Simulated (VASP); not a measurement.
# PbO (P4/nmm) in VASP: further runs

Runs on PbO. Level: PBE. Tasks: single point.

Program: VASP 6.6.1. These are calculated values, not measurements. Logs are shortened: lines on timing, memory, paths and dates and some standing lists are left out, and cuts for length are marked.

**1. The cell of the first run**

Symmetry: P4/nmm, No. 129, tetragonal system. The conventional cell has a = 4.048 Å, b = 4.048 Å, c = 5.451 Å, α = 90.00°, β = 90.00°, γ = 90.00°. Within 3.1 Å of Pb (site symmetry 4mm) lie 4 O at 2.35 Å. Within 3.1 Å of O (site symmetry -4m2) lie 4 Pb at 2.35 Å and 4 O at 2.86 Å.

**2. Single point, PBE (volume scaled by 0.97, then relaxed in part)**

Input file INCAR:

```
SYSTEM = PbO
ALGO = Normal
EDIFF = 1E-7
ENCUT = 520
GGA = PE
ISIF = 2
ISMEAR = 0
LASPH = .TRUE.
LCHARG = .FALSE.
LREAL = .FALSE.
LWAVE = .FALSE.
NBANDS = 28
NELM = 100
PREC = Accurate
SIGMA = 0.02
```

Input file KPOINTS:

```
k-points
0
G
  8 8 6
  0 0 0
```

Input file POSCAR:

```
PbO
1.0
    4.0483880769      0.0000000000      0.0000000000
    0.0000000000      4.0483880769      0.0000000000
    0.0000000000      0.0000000000      5.4514924327
Pb O
2 2
Direct
    0.0000000000      0.5000000000      0.2185112157
    0.5000000000      0.0000000000      0.7814887843
    0.0000000000      0.0000000000      0.0000000000
    0.5000000000      0.5000000000      0.0000000000
```

Potentials or basis: VASP PAW PBE potentials, release 64 (Pb_d, O).

Started as:

```
$ cat potpaw_PBE.64/Pb_d/POTCAR potpaw_PBE.64/O/POTCAR > POTCAR
$ mpirun -np 1 vasp_std > vasp.out
```

OUTCAR:

```text
SYSTEM = PbO
   EDIFF = 1E-7
   ENCUT = 520
   GGA = PE
   ISIF = 2
   ISMEAR = 0
   LASPH = .TRUE.
   LREAL = .FALSE.
   NELM = 100
   PREC = Accurate

 ion  position               nearest neighbor table
   1  0.000  0.500  0.219-   3 2.35   4 2.35   3 2.35   4 2.35   2 3.72   2 3.72   2 3.72   2 3.72

   2  0.500  0.000  0.781-   3 2.35   4 2.35   4 2.35   3 2.35   1 3.72   1 3.72   1 3.72   1 3.72

   3  0.000  0.000  0.000-   1 2.35   2 2.35   1 2.35   2 2.35
   4  0.500  0.500  0.000-   1 2.35   2 2.35   2 2.35   1 2.35

  LATTYP: Found a simple tetragonal cell.
 ALAT       =     4.0483880769
 C/A-ratio  =     1.3465834621

  Lattice vectors:

 A1 = (   4.0483880769,   0.0000000000,   0.0000000000)
 A2 = (   0.0000000000,   4.0483880769,   0.0000000000)
 A3 = (   0.0000000000,   0.0000000000,   5.4514924327)

Analysis of symmetry for initial positions (statically):
=====================================================================
 Subroutine PRICEL returns:
 Original cell was already a primitive cell.

 Routine SETGRP: Setting up the symmetry group for a
 simple tetragonal supercell.

 Subroutine GETGRP returns: Found 16 space group operations
 (whereof  8 operations were pure point group operations)
 out of a pool of 16 trial point group operations.

The static configuration has the point symmetry D_2d.
 The point group associated with its full space group is D_4h.

Analysis of symmetry for dynamics (positions and initial velocities):
=====================================================================
 Subroutine PRICEL returns:
 Original cell was already a primitive cell.

 Routine SETGRP: Setting up the symmetry group for a
 simple tetragonal supercell.

 Subroutine GETGRP returns: Found 16 space group operations
 (whereof  8 operations were pure point group operations)
 out of a pool of 16 trial point group operations.

The dynamic configuration has the point symmetry D_2d.
 The point group associated with its full space group is D_4h.

 Subroutine INISYM returns: Found 16 space group operations
 (whereof  8 operations are pure point group operations),
 and found     1 'primitive' translations

----------------------------------------------------------------------------------------

                                     Primitive cell

  volume of cell :      89.3469

  direct lattice vectors                    reciprocal lattice vectors
     4.048388077  0.000000000  0.000000000     0.247011892  0.000000000  0.000000000
     0.000000000  4.048388077  0.000000000     0.000000000  0.247011892  0.000000000
     0.000000000  0.000000000  5.451492433     0.000000000  0.000000000  0.183436006

  length of vectors
     4.048388077  4.048388077  5.451492433     0.247011892  0.247011892  0.183436006

  position of ions in fractional coordinates (direct lattice)
     0.000000000  0.500000000  0.218511216
     0.500000000  0.000000000  0.781488784
     0.000000000  0.000000000  0.000000000
     0.500000000  0.500000000  0.000000000

  ion indices of the primitive-cell ions
   primitive index   ion index
                 1           1
                 2           2
                 3           3
                 4           4

----------------------------------------------------------------------------------------

 KPOINTS: k-points

Automatic generation of k-mesh.
 Grid dimensions read from file:
 generate k-points for:    8    8    6

 Generating k-lattice:

  Cartesian coordinates                     Fractional coordinates (reciprocal lattice)
     0.030876487  0.000000000  0.000000000     0.125000000  0.000000000  0.000000000
     0.000000000  0.030876487  0.000000000     0.000000000  0.125000000  0.000000000
     0.000000000  0.000000000  0.030572668     0.000000000  0.000000000  0.166666667

  Length of vectors
     0.030876487  0.030876487  0.030572668

  Shift w.r.t. Gamma in fractional coordinates (k-lattice)
     0.000000000  0.000000000  0.000000000

 Subroutine IBZKPT returns following result:
 ===========================================

 Found     60 irreducible k-points:

 Following reciprocal coordinates:
            Coordinates               Weight
  0.000000  0.000000  0.000000      1.000000
  0.125000  0.000000  0.000000      4.000000
  0.250000  0.000000  0.000000      4.000000
  0.375000  0.000000  0.000000      4.000000
  0.500000  0.000000  0.000000      2.000000
  0.125000  0.125000  0.000000      4.000000
[... 16 lines left out ...]
  0.375000  0.125000  0.166667     16.000000
  0.500000  0.125000  0.166667      8.000000
 [... further k-points ...]
   k-points           NKPTS =     60   k-points in BZ     NKDIM =     60   number of bands    NBANDS=     28
   number of dos      NEDOS =    301   number of ions     NIONS =      4
   total plane-waves  NPLWV =  37800
   dimension x,y,z NGX =    30 NGY =   30 NGZ =   42
   dimension x,y,z NGXF=    60 NGYF=   60 NGZF=   84
   ions per type =               2   2
   NGX,Y,Z   is equivalent  to a cutoff of  12.32, 12.32, 12.81 a.u.
   NGXF,Y,Z  is equivalent  to a cutoff of  24.64, 24.64, 25.62 a.u.
 SYSTEM =  PbO
   PREC   = accura    normal or accurate (medium, high low for compatibility)
   ISTART =      0    job   : 0-new  1-cont  2-samecut
   ICHARG =      2    charge: 1-file 2-atom 10-const
   ISPIN  =      1    spin polarized calculation?
   LNONCOLLINEAR =      F non collinear calculations
   LSORBIT =      F    spin-orbit coupling
   LASPH  =      T    aspherical Exc in radial PAW
   ENCUT  =  520.0 eV  38.22 Ry    6.18 a.u.   7.53  7.53 10.14*2*pi/ulx,y,z
   NELM   =    100;   NELMIN=  2; NELMDL= -5     # of ELM steps
   EDIFF  = 0.1E-06   stopping-criterion for ELM
   LREAL  =      F    real-space projection
   EDIFFG = 0.1E-05   stopping-criterion for IOM
   NSW    =      0    number of steps for IOM
   IBRION =     -1    ionic relax: 0-MD 1-quasi-New 2-CG
   NFREE  =      0    steps in history (QN), initial steepest desc. (CG)
   ISIF   =      2    stress and relaxation
   ISYM   =      2    0-nonsym 1-usesym 2-fastsym
   POTIM  = 0.5000    time-step for ionic-motion
   TEBEG  =    0.0;   TEEND  =   0.0 temperature during run
   PSTRESS=    0.0 pullay stress
   NELECT =      40.0000    total number of electrons
   NUPDOWN=      -1.0000    fix difference up-down
   EMIN   =  10.00;   EMAX   =-10.00  energy-range for DOS
   EFERMI =   0.00;   METHOD = LEGACY
   ISMEAR =     0;   SIGMA  =   0.02  broadening in eV -4-tet -1-fermi 0-gaus
   EFERMI_NEDOS =   21; number of points for ismear=-14 and -15
   IALGO  =     38    algorithm
   IMIX   =      4    mixing-type and parameters
     AMIX     =   0.40;   BMIX     =  1.00
     AMIX_MAG =   1.60;   BMIX_MAG =  1.00
  volume/ion in A,a.u.               =      22.34       150.74
  Fermi-wavevector in a.u.,A,eV,Ry     =   1.252377  2.366649 21.340018  1.568447
  Thomas-Fermi vector in A             =   2.386280
   LORBIT       =      0    0 simple, 1 ext, 2 COOP (PROOUT), +10 PAW based schemes
   GGA     = PE    functional components
   LHFCALC =     F    Hartree Fock is set to
   AEXX    =    0.0000 exact exchange contribution
   IVDW    =     0    specifies the selected vdW correction
   LEPSILON=     F    determine dielectric tensor
   LRPA    =     F    only Hartree local field effects (RPA)
 non-spin polarized calculation
 Gauss-broadening in eV      SIGMA  =   0.02
  energy-cutoff  :      520.00
  volume of cell :       89.35
 maximum number of plane-waves:      2426
   NGX = 15   NGY = 15   NGZ = 21

 number of electron      40.0000009 magnetization

 Free energy of the ion-electron system (eV)
  ---------------------------------------------------
  ext. energy  EPLUGINS =         0.00000000
  ---------------------------------------------------
  free energy    TOTEN  =       -21.51474238 eV

  energy without entropy =      -21.51474238  energy(sigma->0) =      -21.51474238

 E-fermi :   4.1277     XC(G=0):  -9.1656

 val. band max:        3.9887517193   @ k =   0.1250   0.0000   0.0000
 cond. band min:       5.6634601613   @ k =   0.5000   0.5000   0.0000
 fundamental gap:      1.6747084420
 Fermi energy:         4.1276778191

 k-point     1 :       0.0000    0.0000    0.0000
  band No.  band energies     occupation
      1     -13.9671      2.00000
      2     -13.5565      2.00000
      3     -11.8944      2.00000
      4     -11.8944      2.00000
      5     -11.8459      2.00000
      6     -11.8352      2.00000
[... 20 lines left out ...]
     27      11.6958      0.00000
     28      12.3230      0.00000

 k-point     2 :       0.1250    0.0000    0.0000
  band No.  band energies     occupation
      1     -13.9405      2.00000
      2     -13.5646      2.00000
      3     -11.8904      2.00000
      4     -11.8860      2.00000
      5     -11.8374      2.00000
      6     -11.8270      2.00000
[... 20 lines left out ...]
     27      11.9531      0.00000
     28      13.2460      0.00000

 k-point     3 :       0.2500    0.0000    0.0000
  band No.  band energies     occupation
      1     -13.8723      2.00000
      2     -13.5911      2.00000
      3     -11.8792      2.00000
      4     -11.8635      2.00000
      5     -11.8121      2.00000
      6     -11.8040      2.00000
[... 20 lines left out ...]
     27      12.2451      0.00000
     28      14.8099      0.00000

 k-point     4 :       0.3750    0.0000    0.0000
  band No.  band energies     occupation
      1     -13.7873      2.00000
      2     -13.6389      2.00000
      3     -11.8630      2.00000
      4     -11.8363      2.00000
      5     -11.8211      2.00000
      6     -11.7975      2.00000
[... 578 lines left out ...]
     27      12.9954      0.00000
     28      14.3765      0.00000

 k-point    23 :       0.3750    0.1250    0.1667
  band No.  band energies     occupation
      1     -13.7760      2.00000
      2     -13.6401      2.00000
      3     -11.8574      2.00000
      4     -11.8313      2.00000
      5     -11.8182      2.00000
      6     -11.7908      2.00000
[... 20 lines left out ...]
     27      13.1318      0.00000
     28      13.6606      0.00000

 k-point    24 :       0.5000    0.1250    0.1667
  band No.  band energies     occupation
      1     -13.7020      2.00000
      2     -13.7020      2.00000
      3     -11.8411      2.00000
      4     -11.8411      2.00000
      5     -11.8060      2.00000
      6     -11.8060      2.00000
[... 20 lines left out ...]
     27      13.2839      0.00000
     28      13.2839      0.00000

 [... further k-points ...]
[... 5 lines left out ...]
  --------------------------------------------------------------------------------------
  -------------------------------------------------------------------------------------
  Total        0.2395839      0.2395839      0.1797866      0.0000000     -0.0000000      0.0000000
  in kB        4.2962404      4.2962404      3.2239491      0.0000000     -0.0000000      0.0000000
  external PRESSURE =       3.9388100 kB  Pullay stress =       0.0000000 kB

 VOLUME and BASIS-vectors are now :
 -----------------------------------------------------------------------------
  energy-cutoff  :      520.00
  volume of cell :       89.35
      direct lattice vectors                 reciprocal lattice vectors
     4.048388077  0.000000000  0.000000000     0.247011892  0.000000000  0.000000000
     0.000000000  4.048388077  0.000000000     0.000000000  0.247011892  0.000000000
     0.000000000  0.000000000  5.451492433     0.000000000  0.000000000  0.183436006

 POSITION                                       TOTAL-FORCE (eV/Angst)
 -----------------------------------------------------------------------------------
      0.00000      2.02419      1.19121         0.000000      0.000000      0.038436
      2.02419      0.00000      4.26028        -0.000000      0.000000     -0.038436
      0.00000      0.00000      0.00000         0.000000     -0.000000      0.000000
      2.02419      2.02419      0.00000         0.000000      0.000000      0.000000
 -----------------------------------------------------------------------------------
    total drift:                                0.000000      0.000000      0.000000

  FREE ENERGIE OF THE ION-ELECTRON SYSTEM (eV)
  ---------------------------------------------------
  free  energy   TOTEN  =       -21.5147423767 eV

  energy  without entropy=      -21.5147423767  energy(sigma->0) =      -21.51474238
```

It took 2 min on 1 thread of Intel Xeon Platinum 8259CL at 2.50GHz (Skylake/Cascade Lake), shared host; peak memory 0.26 GiB.

What came out:

- Free energy: -21.5147 eV
- Pressure: 0.4 GPa
- Largest force: 0.038 eV/Å
- Band gap on the k mesh: 1.67 eV, indirect (least direct gap 1.98 eV)

Forces on the atoms (eV/Å):
```
Pb   0.000  0.000  0.038
Pb   0.000  0.000 -0.038
O    0.000  0.000  0.000
O    0.000  0.000  0.000
```

Caveat: the cell differs from its parent crystal (volume scaled by 0.97, then relaxed in part); spin-orbit coupling is left out, which moves the levels of the heavy elements.

**3. Single point, PBE**

This run uses another cell than the first one, of 23.03 Å³/atom, 1.031 times its volume.

Input file INCAR:

```
  PREC = Accurate
  ENCUT = 520
  EDIFF = 1E-7
  ISMEAR = 0
  SIGMA = 0.02
  LREAL = False
  LASPH = True
  NELM = 80
  ALGO = Normal
  ISIF = 2
  LWAVE = False
  LCHARG = False
  GGA = PE
  NBANDS = 28
```

Input file KPOINTS:

```
regular mesh
0
Gamma
  8 8 6
```

Input file POSCAR:

```
PbO
1.0
    4.0570498631      0.0000000000      0.0000000000
    0.0000000000      4.0570498631      0.0000000000
    0.0000000000      0.0000000000      5.5961231443
Pb O
2 2
Direct
    0.0000000000      0.5000000000      0.2126165107
    0.5000000000      0.0000000000      0.7873834893
    0.0000000000      0.0000000000      0.0000000000
    0.5000000000      0.5000000000      0.0000000000
```

Potentials or basis: VASP PAW PBE potentials, release 64 (Pb_d, O).

Started as:

```
$ cat potpaw_PBE.64/Pb_d/POTCAR potpaw_PBE.64/O/POTCAR > POTCAR
$ mpirun -np 1 vasp_std > vasp.out
```

Run time: 2 min. Hardware: 1 thread of Intel Xeon Platinum 8259CL at 2.50GHz (Skylake/Cascade Lake), shared host; peak memory 0.27 GiB.

The run converged. Its results:

| Property | Result |
| --- | --- |
| Free energy | -21.5178 eV |
| Pressure | 0.1 GPa |
| Largest force | 0.037 eV/Å |
| Band gap on the k mesh | 1.80 eV, indirect (least direct gap 1.90 eV) |

Forces on the atoms (eV/Å):
```
Pb   0.000  0.000  0.037
Pb   0.000  0.000 -0.037
O    0.000  0.000  0.000
O    0.000  0.000  0.000
```

Levels at points of the mesh, in eV from the valence-band top:
```tsv
k point	band 16	band 17	band 18	band 19	band 20	band 21	band 22	band 23	band 24	band 25
(0.00, 0.00, 0.00)	-3.87	-1.46	-1.44	-1.44	0.00	1.90	4.48	5.99	5.99	6.02
(0.50, 0.00, 0.00)	-2.91	-2.70	-2.70	-1.30	-1.30	3.15	3.15	5.71	5.71	6.66
(0.50, 0.50, 0.00)	-3.13	-1.57	-1.57	-0.84	-0.84	1.81	1.81	5.25	5.25	6.82
(0.00, 0.00, 0.50)	-3.81	-1.48	-1.46	-1.46	-0.74	1.81	4.28	4.54	4.54	7.89
(0.50, 0.00, 0.50)	-3.19	-2.69	-2.69	-0.88	-0.88	2.88	2.88	6.43	6.43	6.46
(0.50, 0.50, 0.50)	-3.33	-1.84	-1.84	-0.84	-0.84	3.74	3.74	3.98	3.98	5.56
```

Caveat: spin-orbit coupling is left out, which moves the levels of the heavy elements. A k mesh can miss the band edges.

(Part 1 of 2 ends here.)
